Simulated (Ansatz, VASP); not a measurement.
One calculation of Sb, two programs

Contents of INCAR:

```
SYSTEM = Sb
ALGO     = Normal         ! electronic algorithm
EDIFF    = 1E-7           ! SCF threshold, eV
ENCUT    = 520            ! plane-wave cutoff, eV
GGA      = PS             ! functional
ISIF     = 2              ! what is computed and relaxed
ISMEAR   = -1             ! smearing method
LASPH    = .TRUE.         ! aspherical terms in the spheres
LCHARG   = .FALSE.        ! write CHGCAR
LREAL    = .FALSE.        ! projectors in reciprocal space
LWAVE    = .FALSE.        ! write WAVECAR
NBANDS   = 14             ! bands
NELM     = 80             ! most SCF steps
PREC     = Accurate       ! precision mode
SIGMA    = 0.1            ! smearing width, eV
```

File KPOINTS:

```
k-points
0
G
  11 11 4
  0 0 0
```

File POSCAR:

```
Sb
1.0
    0.0000000000      2.3573854889     -2.3573854889
   -2.3573854889      0.0000000000      2.3573854889
    4.7147709779      4.7147709779      4.7147709779
Sb
3
Direct
    0.0000000000      0.0000000000      0.0000000000
    0.3333333330      0.6666666670      0.3333333330
    0.6666666670      0.3333333330      0.6666666670
```

Input for Ansatz:

```yaml
crystal:
  lattice:
    - [0.0, 2.3573854889, -2.3573854889]
    - [-2.3573854889, 0.0, 2.3573854889]
    - [4.7147709779, 4.7147709779, 4.7147709779]
  atoms:
    - { symbol: Sb, position: [0.0, 0.0, 0.0] }
    - { symbol: Sb, position: [0.333333333, 0.666666667, 0.333333333] }
    - { symbol: Sb, position: [0.666666667, 0.333333333, 0.666666667] }
kpoints:
  mp_grid: { grid: [11, 11, 4] }
scf:
  occupations: { method: fermi_dirac, width: 0.1 }
hamiltonian:
  xc: pbesol
  pseudopotentials: { kind: all_electron, lapw: { basis_error: 0.001 } }
output:
  forces: true
  stress: true
  eigenvalues: true
```

Alike in both runs: task single point; functional PBEsol; k mesh 11 × 11 × 4; occupations fermi-dirac, width 0.1 eV; no spin polarisation.

|  | VASP | Ansatz |
| --- | --- | --- |
| version | VASP 6.6.1 | Ansatz 0.2.0 |
| potentials or method | VASP PAW PBE potentials, release 64 (Sb), cutoff 520 eV | all-electron LAPW, scalar-relativistic |

```csv
,VASP,Ansatz,Ansatz less VASP
pressure (GPa),-0.1,-0.1,+0.02
```

VASP's potentials were made for PBE, not for PBEsol. Ansatz ran all-electron here, and VASP with PAW potentials.

Spin-orbit coupling is off throughout.
